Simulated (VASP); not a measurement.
# C (Cmmm) in VASP: a series of runs

Runs on C. Level: PBE+D3(BJ). Tasks: single point.

Program: VASP 6.6.1. These are calculated values, not measurements. Logs are shortened: lines on timing, memory, paths and dates and some standing lists are left out, and cuts for length are marked.

**1. The cell of the first run**

It takes space group Cmmm (No. 65, orthorhombic). The conventional cell has a = 2.403 Å, b = 4.162 Å, c = 3.483 Å, α = 90.00°, β = 90.00°, γ = 90.00°. C (site symmetry m2m) has 3 C at 1.27 to 1.45 Å within 1.7 Å.

**2. Single point, PBE+D3(BJ)**

The input, INCAR:

```
ALGO = Normal
EDIFF = 1E-6
ENCUT = 520
GGA = PE
ISIF = 2
ISMEAR = 0
IVDW = 12
LASPH = T
LCHARG = F
LREAL = F
LWAVE = F
NBANDS = 11
NELM = 80
PREC = Accurate
SIGMA = 0.15
```

The input, KPOINTS:

```
k-points
0
Gamma
  21 21 12
```

The input, POSCAR:

```
C
1.0
    2.4030435525      0.0000000000      0.0000000000
   -1.2015217762      2.0810967628      0.0000000000
    0.0000000000      0.0000000000      3.4826705289
C
2
Direct
    0.3473884222      0.6947768445      0.0000000000
    0.6526115778      0.3052231555      0.0000000000
```

Potentials or basis: VASP PAW PBE potentials, release 64 (C).

The run is started by

```console
$ cat potpaw_PBE.64/C/POTCAR > POTCAR
$ mpirun -np 1 vasp_std > vasp.out
```

OUTCAR:

```text
EDIFF = 1E-6
   ENCUT = 520
   GGA = PE
   ISIF = 2
   ISMEAR = 0
   IVDW = 12
   LASPH = T
   LREAL = F
   NELM = 80
   PREC = Accurate
 IVDW          = 12

 ion  position               nearest neighbor table
   1  0.347  0.695  0.000-   2 1.27   2 1.45   2 1.45
   2  0.653  0.305  0.000-   1 1.27   1 1.45   1 1.45

  LATTYP: Found a hexagonal cell.
 ALAT       =     2.4030435525
 C/A-ratio  =     1.4492748270

  Lattice vectors:

 A1 = (   2.4030435525,   0.0000000000,   0.0000000000)
 A2 = (  -1.2015217762,   2.0810967628,   0.0000000000)
 A3 = (   0.0000000000,   0.0000000000,   3.4826705289)

Analysis of symmetry for initial positions (statically):
=====================================================================
 Subroutine PRICEL returns:
 Original cell was already a primitive cell.

 Routine SETGRP: Setting up the symmetry group for a
 hexagonal supercell.

 Subroutine GETGRP returns: Found  8 space group operations
 (whereof  8 operations were pure point group operations)
 out of a pool of 24 trial point group operations.

The static configuration has the point symmetry D_2h.

Analysis of symmetry for dynamics (positions and initial velocities):
=====================================================================
 Subroutine PRICEL returns:
 Original cell was already a primitive cell.

 Routine SETGRP: Setting up the symmetry group for a
 hexagonal supercell.

 Subroutine GETGRP returns: Found  8 space group operations
 (whereof  8 operations were pure point group operations)
 out of a pool of 24 trial point group operations.

The dynamic configuration has the point symmetry D_2h.

 Subroutine INISYM returns: Found  8 space group operations
 (whereof  8 operations are pure point group operations),
 and found     1 'primitive' translations

----------------------------------------------------------------------------------------

                                     Primitive cell

  volume of cell :      17.4167

  direct lattice vectors                    reciprocal lattice vectors
     2.403043552  0.000000000  0.000000000     0.416138941  0.240257930  0.000000000
    -1.201521776  2.081096763  0.000000000     0.000000000  0.480515860  0.000000000
     0.000000000  0.000000000  3.482670529     0.000000000  0.000000000  0.287135976

  length of vectors
     2.403043552  2.403043552  3.482670529     0.480515860  0.480515860  0.287135976

  position of ions in fractional coordinates (direct lattice)
     0.347388422  0.694776844  0.000000000
     0.652611578  0.305223156  0.000000000

  ion indices of the primitive-cell ions
   primitive index   ion index
                 1           1
                 2           2

----------------------------------------------------------------------------------------

 KPOINTS: k-points

Automatic generation of k-mesh.
 Grid dimensions read from file:
 generate k-points for:   21   21   12

 Generating k-lattice:

  Cartesian coordinates                     Fractional coordinates (reciprocal lattice)
     0.019816140  0.011440854  0.000000000     0.047619048  0.000000000  0.000000000
     0.000000000  0.022881708  0.000000000     0.000000000  0.047619048  0.000000000
     0.000000000  0.000000000  0.023927998     0.000000000  0.000000000  0.083333333

  Length of vectors
     0.022881708  0.022881708  0.023927998

  Shift w.r.t. Gamma in fractional coordinates (k-lattice)
     0.000000000  0.000000000  0.000000000

 Subroutine IBZKPT returns following result:
 ===========================================

 Found    847 irreducible k-points:

 Following reciprocal coordinates:
            Coordinates               Weight
  0.000000  0.000000  0.000000      1.000000
  0.047619  0.000000  0.000000      4.000000
  0.000000  0.047619  0.000000      2.000000
  0.095238  0.000000  0.000000      4.000000
  0.000000  0.095238  0.000000      2.000000
  0.142857 -0.000000  0.000000      4.000000
[... 16 lines left out ...]
 -0.095238  0.047619  0.000000      2.000000
  0.095238  0.047619  0.000000      4.000000
 [... further k-points ...]
   k-points           NKPTS =    847   k-points in BZ     NKDIM =    847   number of bands    NBANDS=     11
   number of dos      NEDOS =    301   number of ions     NIONS =      2
   total plane-waves  NPLWV =   9072
   dimension x,y,z NGX =    18 NGY =   18 NGZ =   28
   dimension x,y,z NGXF=    36 NGYF=   36 NGZF=   56
   ions per type =               2
   NGX,Y,Z   is equivalent  to a cutoff of  12.45, 12.45, 13.37 a.u.
   NGXF,Y,Z  is equivalent  to a cutoff of  24.91, 24.91, 26.73 a.u.
 SYSTEM =  unknown system
   PREC   = accura    normal or accurate (medium, high low for compatibility)
   ISTART =      0    job   : 0-new  1-cont  2-samecut
   ICHARG =      2    charge: 1-file 2-atom 10-const
   ISPIN  =      1    spin polarized calculation?
   LNONCOLLINEAR =      F non collinear calculations
   LSORBIT =      F    spin-orbit coupling
   LASPH  =      T    aspherical Exc in radial PAW
   ENCUT  =  520.0 eV  38.22 Ry    6.18 a.u.   4.47  4.47  6.48*2*pi/ulx,y,z
   NELM   =     80;   NELMIN=  2; NELMDL= -5     # of ELM steps
   EDIFF  = 0.1E-05   stopping-criterion for ELM
   LREAL  =      F    real-space projection
   EDIFFG = 0.1E-04   stopping-criterion for IOM
   NSW    =      0    number of steps for IOM
   IBRION =     -1    ionic relax: 0-MD 1-quasi-New 2-CG
   NFREE  =      0    steps in history (QN), initial steepest desc. (CG)
   ISIF   =      2    stress and relaxation
   ISYM   =      2    0-nonsym 1-usesym 2-fastsym
   POTIM  = 0.5000    time-step for ionic-motion
   TEBEG  =    0.0;   TEEND  =   0.0 temperature during run
   PSTRESS=    0.0 pullay stress
   NELECT =       8.0000    total number of electrons
   NUPDOWN=      -1.0000    fix difference up-down
   EMIN   =  10.00;   EMAX   =-10.00  energy-range for DOS
   EFERMI =   0.00;   METHOD = LEGACY
   ISMEAR =     0;   SIGMA  =   0.15  broadening in eV -4-tet -1-fermi 0-gaus
   EFERMI_NEDOS =   21; number of points for ismear=-14 and -15
   IALGO  =     38    algorithm
   IMIX   =      4    mixing-type and parameters
     AMIX     =   0.40;   BMIX     =  1.00
     AMIX_MAG =   1.60;   BMIX_MAG =  1.00
  volume/ion in A,a.u.               =       8.71        58.77
  Fermi-wavevector in a.u.,A,eV,Ry     =   1.263134  2.386977 21.708194  1.595507
  Thomas-Fermi vector in A             =   2.396506
   LORBIT       =      0    0 simple, 1 ext, 2 COOP (PROOUT), +10 PAW based schemes
   GGA     = PE    functional components
   LHFCALC =     F    Hartree Fock is set to
   AEXX    =    0.0000 exact exchange contribution
   IVDW    =    12    specifies the selected vdW correction
   LEPSILON=     F    determine dielectric tensor
   LRPA    =     F    only Hartree local field effects (RPA)
 non-spin polarized calculation
 Gauss-broadening in eV      SIGMA  =   0.15
  energy-cutoff  :      520.00
  volume of cell :       17.42
 maximum number of plane-waves:       487
 NGX is ok and might be reduce to    18
   NGX =  9   NGY =  9   NGZ = 13

 number of electron       8.0000000 magnetization

 Free energy of the ion-electron system (eV)
  ---------------------------------------------------
  ext. energy  EPLUGINS =         0.00000000
  ---------------------------------------------------
  free energy    TOTEN  =       -17.83092231 eV

  energy without entropy =      -17.83029339  energy(sigma->0) =      -17.83060785

 E-fermi :   4.5870     XC(G=0): -10.1870

 val. band max:        4.5795184577   @ k =  -0.2857  -0.3810   0.0833
 cond. band min:       4.5937530699   @ k =  -0.0476  -0.4762   0.4167
 fundamental gap:      0.0142346122
 Fermi energy:         4.5869900519

 k-point     1 :       0.0000    0.0000    0.0000
  band No.  band energies     occupation
      1     -15.4288      2.00000
      2      -2.5316      2.00000
      3       0.1080      2.00000
      4       3.7676      2.00000
      5       8.5386      0.00000
      6      11.2696      0.00000
      7      15.7889      0.00000
      8      17.5256      0.00000
      9      19.2282      0.00000
     10      27.9202      0.00000
     11      29.2125      0.00000

 k-point     2 :       0.0476    0.0000    0.0000
  band No.  band energies     occupation
      1     -15.3723      2.00000
      2      -2.4671      2.00000
      3      -0.0105      2.00000
      4       3.5037      2.00000
      5       8.6036      0.00000
      6      11.3795      0.00000
      7      16.0387      0.00000
      8      17.3400      0.00000
      9      19.2698      0.00000
     10      28.0979      0.00000
     11      29.0808      0.00000

 k-point     3 :       0.0000    0.0476    0.0000
  band No.  band energies     occupation
      1     -15.3738      2.00000
      2      -2.4630      2.00000
      3      -0.0595      2.00000
      4       3.5452      2.00000
      5       8.6085      0.00000
      6      11.6181      0.00000
      7      15.7003      0.00000
      8      17.2880      0.00000
      9      19.3275      0.00000
     10      28.1500      0.00000
     11      29.2390      0.00000

 k-point     4 :       0.0952    0.0000    0.0000
  band No.  band energies     occupation
      1     -15.2030      2.00000
      2      -2.2745      2.00000
      3      -0.3541      2.00000
      4       2.7985      2.00000
      5       8.8029      0.00000
      6      11.6511      0.00000
      7      16.7348      0.00000
      8      16.8040      0.00000
      9      19.4190      0.00000
     10      28.5663      0.00000
     11      28.6661      0.00000
[... 239 lines left out ...]
 k-point    22 :       0.0476    0.0476    0.0000
  band No.  band energies     occupation
      1     -15.2624      2.00000
      2      -2.3302      2.00000
      3      -0.3339      2.00000
      4       3.1026      2.00000
      5       8.7459      0.00000
      6      12.0098      0.00000
      7      15.8691      0.00000
      8      16.8821      0.00000
      9      19.4812      0.00000
     10      28.5256      0.00000
     11      29.1029      0.00000

 k-point    23 :      -0.0952    0.0476    0.0000
  band No.  band energies     occupation
      1     -15.2580      2.00000
      2      -2.3427      2.00000
      3      -0.1970      2.00000
      4       2.9851      2.00000
      5       8.7281      0.00000
      6      11.3798      0.00000
      7      16.8183      0.00000
      8      17.0294      0.00000
      9      19.2892      0.00000
     10      28.3756      0.00000
     11      28.6320      0.00000

 k-point    24 :       0.0952    0.0476    0.0000
  band No.  band energies     occupation
      1     -15.0386      2.00000
      2      -2.0704      2.00000
      3      -0.8024      2.00000
      4       2.2989      2.00000
      5       9.0219      0.00000
      6      12.4084      0.00000
      7      16.1679      0.00000
      8      16.4997      0.00000
      9      19.7897      0.00000
     10      28.6116      0.00000
     11      29.0742      0.00000

 [... further k-points ...]

------------------------ aborting loop because EDIFF is reached ----------------------------------------

 Edisp (eV)   -0.29514

 E8    (eV) :    -0.0832

  FORCE on cell =-STRESS in cart. coord.  units (eV):
  Direction    XX          YY          ZZ          XY          YZ          ZX
  --------------------------------------------------------------------------------------
  -------------------------------------------------------------------------------------
  Total       2.83323     7.82930     0.03893     0.00000     0.00000     0.00000
  in kB     260.63082   720.22365     3.58165     0.00000     0.00000     0.00000
  external pressure =      328.15 kB  Pullay stress =        0.00 kB

 VOLUME and BASIS-vectors are now :
 -----------------------------------------------------------------------------
  energy-cutoff  :      520.00
  volume of cell :       17.42
      direct lattice vectors                 reciprocal lattice vectors
     2.403043552  0.000000000  0.000000000     0.416138941  0.240257930  0.000000000
    -1.201521776  2.081096763  0.000000000     0.000000000  0.480515860  0.000000000
     0.000000000  0.000000000  3.482670529     0.000000000  0.000000000  0.287135976

 POSITION                                       TOTAL-FORCE (eV/Angst)
 -----------------------------------------------------------------------------------
     -0.00000      1.44590      0.00000        -0.000000     -8.769380      0.000000
      1.20152      0.63520      0.00000         0.000000      8.769380      0.000000
 -----------------------------------------------------------------------------------
    total drift:                                0.000000      0.000000     -0.000000

  FREE ENERGIE OF THE ION-ELECTRON SYSTEM (eV)
  ---------------------------------------------------
  free  energy   TOTEN  =       -18.1260619067 eV

  energy  without entropy=      -18.1254329883  energy(sigma->0) =      -18.12574745
```

Run time: 54 s. Hardware: 1 thread of Intel Xeon 6975P-C (Granite Rapids), shared host; peak memory 0.23 GiB.

Results:

| Quantity | Value |
| --- | --- |
| Free energy | -18.1261 eV |
| Pressure | 32.8 GPa |
| Largest force | 8.769 eV/Å |
| Band gap on the k mesh | zero (band 4 reaches 5.15 eV, above the bottom of band 5 at 4.25 eV) |
| Dispersion energy per atom | -0.148 eV |

Forces on the atoms (eV/Å):
```
C    0.000 -8.769  0.000
C    0.000  8.769  0.000
```

Stress tensor (GPa, compression positive):
```
26.06  0.00  0.00
 0.00 72.02  0.00
 0.00  0.00  0.36
```

Caveat: forces of over 1 eV/Å act on the atoms, so gaps and moduli don't describe the material at rest.

(Part 1 of 2 ends here.)
